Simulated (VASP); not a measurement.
# In (I4/mmm) in VASP: single point with PBEsol

Aim: the single point of In with PBEsol.

Everything below comes from runs of VASP 6.6.1. Logs are shortened: lines on timing, memory, paths and dates and some standing lists are left out, and cuts for length are marked.

## (1) The cell of the first run

The structure is tetragonal, space group I4/mmm (No. 139). Conventional cell: a = 3.227 Å, b = 3.227 Å, c = 4.912 Å, α = 90.00°, β = 90.00°, γ = 90.00°. Within 4.2 Å of In (site symmetry 4/mmm) lie 12 In at 3.23 to 3.35 Å.

## (2) Single point, PBEsol

Contents of INCAR:

```
SYSTEM = In
PREC = Accurate ; ENCUT = 520
EDIFF = 1E-6 ; ISMEAR = -1
SIGMA = 0.1 ; LREAL = .False.
LASPH = .True. ; NELM = 60
ALGO = Normal ; ISIF = 2
LWAVE = .False. ; LCHARG = .False.
GGA = PS ; NBANDS = 12
```

Contents of KPOINTS:

```
Automatic mesh
0
Gamma
  22 22 22
  0 0 0
```

Contents of POSCAR:

```
In
1.0
   -1.6135625197      1.6135625197      2.4559139518
    1.6135625197     -1.6135625197      2.4559139518
    1.6135625197      1.6135625197     -2.4559139518
In
1
Direct
    0.0000000000      0.0000000000      0.0000000000
```

Potentials or basis: VASP PAW PBE potentials, release 64 (In_d).

Launch:

```bash
> cat potpaw_PBE.64/In_d/POTCAR > POTCAR
> mpirun -np 1 vasp_std > vasp.out
```

OUTCAR:

```text
SYSTEM = In
   PREC = Accurate
   ENCUT = 520
   EDIFF = 1E-6
   ISMEAR = -1
   LREAL = .False.
   LASPH = .True.
   NELM = 60
   ISIF = 2
   GGA = PS

 ion  position               nearest neighbor table
   1  0.000  0.000  0.000-

  LATTYP: Found a body centered tetragonal cell.
 ALAT       =     3.2271250394
 C/A-ratio  =     1.5220444958

  Lattice vectors:

 A1 = (  -1.6135625197,   1.6135625197,   2.4559139518)
 A2 = (   1.6135625197,  -1.6135625197,   2.4559139518)
 A3 = (   1.6135625197,   1.6135625197,  -2.4559139518)

Analysis of symmetry for initial positions (statically):
=====================================================================
 Subroutine PRICEL returns:
 Original cell was already a primitive cell.

 Routine SETGRP: Setting up the symmetry group for a
 body centered tetragonal supercell.

 Subroutine GETGRP returns: Found 16 space group operations
 (whereof 16 operations were pure point group operations)
 out of a pool of 16 trial point group operations.

The static configuration has the point symmetry D_4h.

Analysis of symmetry for dynamics (positions and initial velocities):
=====================================================================
 Subroutine PRICEL returns:
 Original cell was already a primitive cell.

 Routine SETGRP: Setting up the symmetry group for a
 body centered tetragonal supercell.

 Subroutine GETGRP returns: Found 16 space group operations
 (whereof 16 operations were pure point group operations)
 out of a pool of 16 trial point group operations.

The dynamic configuration has the point symmetry D_4h.

 Subroutine INISYM returns: Found 16 space group operations
 (whereof 16 operations are pure point group operations),
 and found     1 'primitive' translations

----------------------------------------------------------------------------------------

                                     Primitive cell

  volume of cell :      25.5767

  direct lattice vectors                    reciprocal lattice vectors
    -1.613562520  1.613562520  2.455913952     0.000000000  0.309873335  0.203590195
     1.613562520 -1.613562520  2.455913952     0.309873335  0.000000000  0.203590195
     1.613562520  1.613562520 -2.455913952     0.309873335  0.309873335  0.000000000

  length of vectors
     3.352414257  3.352414257  3.352414257     0.370770079  0.370770079  0.438227074

  position of ions in fractional coordinates (direct lattice)
     0.000000000  0.000000000  0.000000000

  ion indices of the primitive-cell ions
   primitive index   ion index
                 1           1

----------------------------------------------------------------------------------------

 KPOINTS: Automatic mesh

Automatic generation of k-mesh.
 Grid dimensions read from file:
 generate k-points for:   22   22   22

 Generating k-lattice:

  Cartesian coordinates                     Fractional coordinates (reciprocal lattice)
     0.000000000  0.014085152  0.009254100     0.045454545  0.000000000  0.000000000
     0.014085152  0.000000000  0.009254100     0.000000000  0.045454545  0.000000000
     0.014085152  0.014085152  0.000000000     0.000000000  0.000000000  0.045454545

  Length of vectors
     0.016853185  0.016853185  0.019919412

  Shift w.r.t. Gamma in fractional coordinates (k-lattice)
     0.000000000  0.000000000  0.000000000

 Subroutine IBZKPT returns following result:
 ===========================================

 Found    834 irreducible k-points:

 Following reciprocal coordinates:
            Coordinates               Weight
  0.000000  0.000000  0.000000      1.000000
  0.045455  0.000000 -0.000000      8.000000
  0.090909  0.000000 -0.000000      8.000000
  0.136364  0.000000 -0.000000      8.000000
  0.181818  0.000000 -0.000000      8.000000
  0.227273  0.000000 -0.000000      8.000000
[... 16 lines left out ...]
  0.500000  0.045455 -0.000000     16.000000
 -0.454545  0.045455  0.000000     16.000000
 [... further k-points ...]
   k-points           NKPTS =    834   k-points in BZ     NKDIM =    834   number of bands    NBANDS=     12
   number of dos      NEDOS =    301   number of ions     NIONS =      1
   total plane-waves  NPLWV =  21952
   dimension x,y,z NGX =    28 NGY =   28 NGZ =   28
   dimension x,y,z NGXF=    56 NGYF=   56 NGZF=   56
   ions per type =               1
   NGX,Y,Z   is equivalent  to a cutoff of  13.89, 13.89, 13.89 a.u.
   NGXF,Y,Z  is equivalent  to a cutoff of  27.77, 27.77, 27.77 a.u.
 SYSTEM =  In
   PREC   = accura    normal or accurate (medium, high low for compatibility)
   ISTART =      0    job   : 0-new  1-cont  2-samecut
   ICHARG =      2    charge: 1-file 2-atom 10-const
   ISPIN  =      1    spin polarized calculation?
   LNONCOLLINEAR =      F non collinear calculations
   LSORBIT =      F    spin-orbit coupling
   LASPH  =      T    aspherical Exc in radial PAW
   ENCUT  =  520.0 eV  38.22 Ry    6.18 a.u.   6.23  6.23  6.23*2*pi/ulx,y,z
   NELM   =     60;   NELMIN=  2; NELMDL= -5     # of ELM steps
   EDIFF  = 0.1E-05   stopping-criterion for ELM
   LREAL  =      F    real-space projection
[... 7 lines left out ...]
   TEBEG  =    0.0;   TEEND  =   0.0 temperature during run
   PSTRESS=    0.0 pullay stress
   NELECT =      13.0000    total number of electrons
   NUPDOWN=      -1.0000    fix difference up-down
   EMIN   =  10.00;   EMAX   =-10.00  energy-range for DOS
   EFERMI =   0.00;   METHOD = LEGACY
   ISMEAR =    -1;   SIGMA  =   0.10  broadening in eV -4-tet -1-fermi 0-gaus
   EFERMI_NEDOS =   21; number of points for ismear=-14 and -15
   IALGO  =     38    algorithm
   IMIX   =      4    mixing-type and parameters
     AMIX     =   0.40;   BMIX     =  1.00
     AMIX_MAG =   1.60;   BMIX_MAG =  1.00
  volume/ion in A,a.u.               =      25.58       172.60
  Fermi-wavevector in a.u.,A,eV,Ry     =   1.306495  2.468917 23.224176  1.706929
  Thomas-Fermi vector in A             =   2.437293
   LORBIT       =      0    0 simple, 1 ext, 2 COOP (PROOUT), +10 PAW based schemes
   GGA     = PS    functional components
   LHFCALC =     F    Hartree Fock is set to
   AEXX    =    0.0000 exact exchange contribution
   IVDW    =     0    specifies the selected vdW correction
   LEPSILON=     F    determine dielectric tensor
   LRPA    =     F    only Hartree local field effects (RPA)
 non-spin polarized calculation
  energy-cutoff  :      520.00
  volume of cell :       25.58
 maximum number of plane-waves:       717
 NGX is ok and might be reduce to    28
   NGX = 13   NGY = 13   NGZ = 13

 number of electron      13.0000004 magnetization

 Free energy of the ion-electron system (eV)
  ---------------------------------------------------
  ext. energy  EPLUGINS =         0.00000000
  ---------------------------------------------------
  free energy    TOTEN  =        -2.99188261 eV

  energy without entropy =       -2.97784666  energy(sigma->0) =       -2.98486463

 E-fermi :   7.6128     XC(G=0): -10.5134

 val. band max:        7.6063559204   @ k =  -0.3636  -0.4091   0.1364
 cond. band min:       7.6266349054   @ k =  -0.1818  -0.4091   0.1364
 fundamental gap:      0.0202789850
 Fermi energy:         7.6127526263

 k-point     1 :       0.0000    0.0000    0.0000
  band No.  band energies     occupation
      1      -7.0305      2.00000
      2      -6.9170      2.00000
      3      -6.9170      2.00000
      4      -6.8290      2.00000
      5      -6.7181      2.00000
      6      -2.1093      2.00000
      7      18.3342      0.00000
      8      18.3342      0.00000
      9      18.5153      0.00000
     10      19.2479      0.00000
     11      21.7819      0.00000
     12      21.8854      0.00000

 k-point     2 :       0.0455    0.0000   -0.0000
  band No.  band energies     occupation
      1      -7.0268      2.00000
      2      -6.9172      2.00000
      3      -6.9134      2.00000
      4      -6.8285      2.00000
      5      -6.7196      2.00000
      6      -2.0632      2.00000
      7      17.7161      0.00000
      8      18.2729      0.00000
      9      18.3403      0.00000
     10      19.1392      0.00000
     11      21.9687      0.00000
     12      22.0127      0.00000

 k-point     3 :       0.0909    0.0000   -0.0000
  band No.  band energies     occupation
      1      -7.0171      2.00000
      2      -6.9182      2.00000
      3      -6.9033      2.00000
      4      -6.8257      2.00000
      5      -6.7235      2.00000
      6      -1.9245      2.00000
      7      16.2994      0.00000
      8      18.0082      0.00000
      9      18.1133      0.00000
     10      19.0873      0.00000
     11      22.1080      0.00000
     12      22.3748      0.00000
[... 286 lines left out ...]
 k-point    23 :       0.5000    0.0455   -0.0000
  band No.  band energies     occupation
      1      -7.0296      2.00000
      2      -6.9862      2.00000
      3      -6.9009      2.00000
      4      -6.6320      2.00000
      5      -6.5862      2.00000
      6       3.2153      2.00000
      7       4.2839      2.00000
      8      15.0791      0.00000
      9      16.5296      0.00000
     10      18.3482      0.00000
     11      19.4520      0.00000
     12      21.4760      0.00000

 k-point    24 :      -0.4545    0.0455    0.0000
  band No.  band energies     occupation
      1      -7.0263      2.00000
      2      -6.9829      2.00000
      3      -6.8980      2.00000
      4      -6.6423      2.00000
      5      -6.5935      2.00000
      6       2.3835      2.00000
      7       5.2611      2.00000
      8      15.0819      0.00000
      9      16.6548      0.00000
     10      18.3928      0.00000
     11      19.5860      0.00000
     12      21.5601      0.00000

 [... further k-points ...]

------------------------ aborting loop because EDIFF is reached ----------------------------------------

  FORCE on cell =-STRESS in cart. coord.  units (eV):
  Direction    XX          YY          ZZ          XY          YZ          ZX
  --------------------------------------------------------------------------------------
  -------------------------------------------------------------------------------------
  Total       -0.0010318     -0.0010318     -0.0039981      0.0000000      0.0000000      0.0000000
  in kB       -0.0646335     -0.0646335     -0.2504508      0.0000000      0.0000000      0.0000000
  external PRESSURE =      -0.1265726 kB  Pullay stress =       0.0000000 kB

 VOLUME and BASIS-vectors are now :
 -----------------------------------------------------------------------------
  energy-cutoff  :      520.00
  volume of cell :       25.58
      direct lattice vectors                 reciprocal lattice vectors
    -1.613562520  1.613562520  2.455913952     0.000000000  0.309873335  0.203590195
     1.613562520 -1.613562520  2.455913952     0.309873335  0.000000000  0.203590195
     1.613562520  1.613562520 -2.455913952     0.309873335  0.309873335  0.000000000

 POSITION                                       TOTAL-FORCE (eV/Angst)
 -----------------------------------------------------------------------------------
      0.00000      0.00000      0.00000         0.000000      0.000000      0.000000
 -----------------------------------------------------------------------------------
    total drift:                                0.000000      0.000000      0.000000

  FREE ENERGIE OF THE ION-ELECTRON SYSTEM (eV)
  ---------------------------------------------------
  free  energy   TOTEN  =        -2.9918826073 eV

  energy  without entropy=       -2.9778466562  energy(sigma->0) =       -2.98486463
```

Wall time 3.4 min (1 thread of AMD EPYC 7R13 (Zen 3), shared host); peak memory 0.33 GiB.

What came out:

```
Free energy : -2.9919 eV
Pressure    : 0.0 GPa
```

Caveat: the PAW data sets were made with another functional, which shifts forces and pressure a little; spin-orbit coupling is left out, which moves the levels of the heavy elements.
